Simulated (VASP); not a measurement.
A run of VASP 6.6.1 is set up as follows.

INCAR

```
PREC     = Accurate       # precision mode
ENCUT    = 520            # plane-wave cutoff, eV
EDIFF    = 1E-6           # SCF threshold, eV
ISMEAR   = -1             # smearing method
SIGMA    = 0.1            # smearing width, eV
LREAL    = F              # projectors in reciprocal space
LASPH    = T              # aspherical terms in the spheres
NELM     = 100            # most SCF steps
ALGO     = Normal         # electronic algorithm
ISIF     = 2              # what is computed and relaxed
LWAVE    = F              # write WAVECAR
LCHARG   = F              # write CHGCAR
GGA      = PS             # functional
NBANDS   = 20             # bands
```

Contents of KPOINTS:

```
Automatic mesh
0
Gamma
  11 11 11
```

File POSCAR:

```
Ga
1.0
    0.0000000000      2.9895657455      2.9895657455
    2.9895657455      0.0000000000      2.9895657455
    2.9895657455      2.9895657455      0.0000000000
Ga
2
Direct
    0.1250000000      0.1250000000      0.1250000000
    0.8750000000      0.8750000000      0.8750000000
```

Potentials or basis: VASP PAW PBE potentials, release 64 (Ga_d).

The run is started by

```sh
$ cat potpaw_PBE.64/Ga_d/POTCAR > POTCAR
$ mpirun -np 1 vasp_std > vasp.out
```

Question: Estimate the band gap on the k mesh.

Answer: Zero (band 13 reaches 4.72 eV, above the bottom of band 14 at 1.14 eV).

Question: Estimate the pressure.

Answer: -3.6 GPa.

Caveat: the PAW data sets were made with another functional, which shifts forces and pressure a little.
